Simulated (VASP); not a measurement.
# CoSi2: electric field gradients with PBEsol

Crystal: CoSi2.

```xyz
3
Lattice="0.0000 2.6825 2.6825 2.6825 0.0000 2.6825 2.6825 2.6825 0.0000" Properties=species:S:1:pos:R:3 pbc="T T T"
Co    0.0000    0.0000    0.0000
Si    1.3413    1.3413    1.3413
Si    4.0237    4.0237    4.0237
```

* Program: VASP 6.6.1
* Task: electric field gradients
* Functional: PBEsol
* Potentials or basis: VASP PAW PBE potentials, release 64 (Co, Si)
* Cutoff: 520 eV
* k mesh: 11 × 11 × 11
* Occupations: fermi-dirac, width 0.05 eV
* Spin: collinear spin, ferromagnetic start
* Starting moments: [2.0, 0.0, 0.0] μB
* Dipole correction: no
* Further INCAR settings: ALGO = Normal; EDIFF = 1e-08; NBANDS = 20

| Quantity | Value |
| --- | --- |
| Pressure | -5.3 GPa |
| Net moment | 0.00 μB per cell |
| Largest electric field gradient by atom | zero within the noise of the run |
| Valence electrons inside the program's atomic spheres | Co 8.85; Si 1.58 |

Levels at points of the mesh, in eV from the Fermi level:
Spin up:
```csv
k point,band 5,band 6,band 7,band 8,band 9,band 10,band 11,band 12,band 13,band 14
"(0.00, 0.00, 0.00)",-1.89,-1.89,0.74,3.41,3.41,3.41,3.43,3.43,3.43,5.64
```
Spin down:
```csv
k point,band 7,band 8,band 9,band 10,band 11,band 12
"(0.00, 0.00, 0.00)",0.74,3.41,3.41,3.41,3.43,3.43
```

It took 110 s on 1 thread of Intel(R) Xeon(R) Platinum 8259CL CPU @ 2.50GHz (Skylake/Cascade Lake), on a shared host, peak memory 0.21 GiB.

Caveat: the cell stands under tension; the PAW data sets were made with another functional, which shifts forces and pressure a little.
